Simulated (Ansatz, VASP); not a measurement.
# WS2: VASP beside Ansatz

```xyz
3
Lattice="1.5911 0.9186 6.5479 -1.5911 0.9186 6.5479 0.0000 -1.8373 6.5479" Properties=species:S:1:pos:R:3 pbc="T T T"
W     0.0000    0.0000    0.0132
S     0.0000    0.0000    5.0021
S     0.0000    0.0000    8.1203
```

Alike in both runs: functional r2SCAN; k mesh 12 × 12 × 12; occupations gaussian, width 0.02 eV; no spin polarisation.

Ansatz relaxed the structure, and its values are those at the end. VASP's run is a single point on that final structure, the one shown.

|  | VASP | Ansatz |
| --- | --- | --- |
| version | VASP 6.6.1 | Ansatz 0.2.0 |
| potentials or method | VASP PAW PBE potentials, release 64 (W_sv, S), cutoff 550 eV | scalar-relativistic, plane waves, PAW |
| valence electrons in the cell | 26 | 26 |

```csv
,VASP,Ansatz,Ansatz less VASP
gap on the k mesh at the Fermi level (eV),1.39,1.37,-0.020
least direct gap on the mesh (eV),1.92,1.92,-0.004
pressure (GPa),0.2,0.0,-0.19
rms of the force components (eV/Å),0.010,0.000,-0.0094
```

VASP's potentials were made for PBE, not for r2SCAN. The functional is the same, so the differences come from potentials, cutoffs and numerics.

Spin-orbit coupling is off throughout.
